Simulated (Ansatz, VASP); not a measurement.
CaBe2O3 in VASP and in Ansatz

File INCAR:

```
ALGO     = Normal         # electronic algorithm
EDIFF    = 1E-6           # SCF threshold, eV
EDIFFG   = -0.01          # ionic threshold
ENCUT    = 600            # plane-wave cutoff, eV
GGA      = PE             # functional
IBRION   = 2              # ionic algorithm
ISIF     = 3              # what is computed and relaxed
ISMEAR   = 0              # smearing method
LASPH    = T              # aspherical terms in the spheres
LCHARG   = F              # write CHGCAR
LREAL    = F              # projectors in reciprocal space
LWAVE    = F              # write WAVECAR
NELM     = 80             # most SCF steps
NSW      = 100            # ionic steps
PREC     = Accurate       # precision mode
SIGMA    = 0.1            # smearing width, eV
```

Contents of KPOINTS:

```
k-points
0
Gamma
  12 12 6
```

The input POSCAR:

```
CaBe2O3
1.0
    3.5953412181      0.0000000000      0.0000000000
   -1.7976706090      3.1136568301      0.0000000000
    0.0000000000      0.0000000000      7.5821311518
Ca Be O
1 2 3
Direct
    0.6666666667      0.3333333333      0.0000000000
    0.3333333333      0.6666666667      0.3736200697
    0.3333333333      0.6666666667      0.6263799303
    0.6666666667      0.3333333333      0.5000000000
    0.0000000000      0.0000000000      0.0000000000
    0.0000000000      0.0000000000      0.5000000000
```

Input for Ansatz:

```yaml
crystal:
  lattice:
    - [3.5953412181, 0.0, 0.0]
    - [-1.797670609, 3.1136568301, 0.0]
    - [0.0, 0.0, 7.5821311518]
  atoms:
    - { symbol: Ca, position: [0.6666666667, 0.3333333333, 0.0] }
    - { symbol: Be, position: [0.3333333333, 0.6666666667, 0.3736200697] }
    - { symbol: Be, position: [0.3333333333, 0.6666666667, 0.6263799303] }
    - { symbol: O, position: [0.6666666667, 0.3333333333, 0.5] }
    - { symbol: O, position: [0.0, 0.0, 0.0] }
    - { symbol: O, position: [0.0, 0.0, 0.5] }
basis:
  ecutwfc: 420
kpoints:
  mp_grid: { grid: [12, 12, 6] }
hamiltonian:
  xc: pbe
scf:
  occupations: { method: gaussian, width: 0.1 }
output:
  forces: true
  stress: true
  eigenvalues: true
  write_density: true
  write_potential: true
  elf: true
  volumetric_format: npy
relax:
  adjacent_minimum: "off"
  f_tol: 0.01
  max_steps: 80
  cell: { stress_tol: 0.05 }
```

Change from the starting cell: species swapped into the Ce2Si3Ni type (P-6m2, No. 187).

Alike in both runs: task relaxation of cell and atoms; functional PBE; k mesh 12 × 12 × 6; occupations gaussian, width 0.1 eV; no spin polarisation.

|  | VASP | Ansatz |
| --- | --- | --- |
| version | VASP 6.6.1 | Ansatz 0.2.0 |
| potentials or method | VASP PAW PBE potentials, release 64 (Ca_sv, Be, O), cutoff 600 eV | scalar-relativistic, plane waves, PAW |
| valence electrons in the cell | 32 | 32 |

```tsv
	VASP	Ansatz	Ansatz less VASP
gap on the k mesh at the Fermi level, each at its own relaxed structure (eV)	none	none	-
relaxed volume (Å³/atom)	14.20	14.28	+0.071
relaxed cell length with the largest relative difference (Å)	7.581	7.642	+0.0607
```

A gap of «none» marks a metal or a gap that the smearing closes.
